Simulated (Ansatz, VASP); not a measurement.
# TaBi2O5 in VASP and in Ansatz

File INCAR:

```
  ALGO = Fast
  EDIFF = 1E-7
  ENCUT = 520
  GGA = PE
  ISIF = 2
  ISMEAR = 0
  ISPIN = 2
  LASPH = True
  LCHARG = False
  LMAXMIX = 4
  LORBIT = 11
  LREAL = Auto
  LWAVE = False
  MAGMOM = 1 1 0 0 0 0 0 0 0 0 0 0 0 0 0 0
  NBANDS = 89
  NELM = 150
  PREC = Accurate
  SIGMA = 0.1
```

File KPOINTS:

```
k-points
0
Gamma
  4 4 2
```

POSCAR

```
TaBi2O5
1.0
    2.0102911421     -6.2338163694      0.0000000000
    2.0102911421      6.2338163694      0.0000000000
    0.0000000000      0.0000000000     10.6840349173
Ta Bi O
2 4 10
Direct
    0.1562238535      0.8437761465      0.2500000000
    0.8437761465      0.1562238535      0.7500000000
    0.8629846182      0.1370153818      0.0915931733
    0.8629846182      0.1370153818      0.4084068267
    0.1370153818      0.8629846182      0.9084068267
    0.1370153818      0.8629846182      0.5915931733
    0.0535440967      0.9464559033      0.1170383630
    0.0535440967      0.9464559033      0.3829616370
    0.2757235941      0.7242764059      0.3924778936
    0.2757235941      0.7242764059      0.1075221064
    0.9464559033      0.0535440967      0.8829616370
    0.9464559033      0.0535440967      0.6170383630
    0.7242764059      0.2757235941      0.8924778936
    0.7242764059      0.2757235941      0.6075221064
    0.3179446497      0.6820553503      0.7500000000
    0.6820553503      0.3179446497      0.2500000000
```

Input for Ansatz:

```yaml
crystal:
  lattice:
    - [2.0102911592, -6.2338164649, 0.0]
    - [2.0102911592, 6.2338164649, 0.0]
    - [0.0, 0.0, 10.684034535]
  atoms:
    - { symbol: Ta, position: [0.1562238381, 0.8437761619, 0.25], spin: 1.0 }
    - { symbol: Ta, position: [0.8437761619, 0.1562238381, 0.75], spin: 1.0 }
    - { symbol: Bi, position: [0.8629845952, 0.1370154048, 0.091593162] }
    - { symbol: Bi, position: [0.8629845952, 0.1370154048, 0.408406838] }
    - { symbol: Bi, position: [0.1370154048, 0.8629845952, 0.908406838] }
    - { symbol: Bi, position: [0.1370154048, 0.8629845952, 0.591593162] }
    - { symbol: O, position: [0.0535440893, 0.9464559107, 0.117038368] }
    - { symbol: O, position: [0.0535440893, 0.9464559107, 0.382961632] }
    - { symbol: O, position: [0.2757235703, 0.7242764297, 0.3924779173] }
    - { symbol: O, position: [0.2757235703, 0.7242764297, 0.1075220827] }
    - { symbol: O, position: [0.9464559107, 0.0535440893, 0.882961632] }
    - { symbol: O, position: [0.9464559107, 0.0535440893, 0.617038368] }
    - { symbol: O, position: [0.7242764297, 0.2757235703, 0.8924779173] }
    - { symbol: O, position: [0.7242764297, 0.2757235703, 0.6075220827] }
    - { symbol: O, position: [0.3179446492, 0.6820553508, 0.75] }
    - { symbol: O, position: [0.6820553508, 0.3179446492, 0.25] }
basis:
  ecutwfc: 420
kpoints:
  mp_grid: { grid: [4, 4, 2] }
hamiltonian:
  xc: pbe
scf:
  occupations: { method: gaussian, width: 0.1 }
  lower_state_search: "off"
output:
  forces: true
  stress: true
  eigenvalues: true
  populations: true
magnetization:
  spin_polarized: true
```

Alike in both runs: task single point; functional PBE; k mesh 4 × 4 × 2; occupations gaussian, width 0.1 eV; collinear spin.

|  | VASP | Ansatz |
| --- | --- | --- |
| version | VASP 6.6.1 | Ansatz 0.2.0 |
| potentials or method | VASP PAW PBE potentials, release 64 (Ta_pv, Bi_d, O), cutoff 520 eV | scalar-relativistic, plane waves, PAW |
| valence electrons in the cell | 142 | 146 |

Ansatz gave:

| Item | Value |
| --- | --- |
| gap on the k mesh at the Fermi level (eV) | none |
| pressure (GPa) | 0.1 |
| traceless stress, the component that is largest in VASP (GPa) | -0.18 |
| rms of the force components (eV/Å) | 0.017 |
| net moment per atom (μB) | 0.00 |

Question: What did VASP give for the same quantities?

Answer: gap on the k mesh at the Fermi level (eV): none; pressure (GPa): 0.3; traceless stress, the component that is largest in VASP (GPa): -0.21; rms of the force components (eV/Å): 0.044; net moment per atom (μB): 0.00.

Atom by atom the forces differ by 0.040 eV/Å (rms over components). A gap of «none» marks a metal or a gap that the smearing closes. VASP's potentials hold 142 valence electrons a cell and Ansatz's 146, so a difference there can come from the potentials and not from the codes. Ansatz's warnings: seeded moment not kept.

The k mesh is coarse, so the values compare programs but aren't converged. Neither program's run includes spin-orbit coupling.
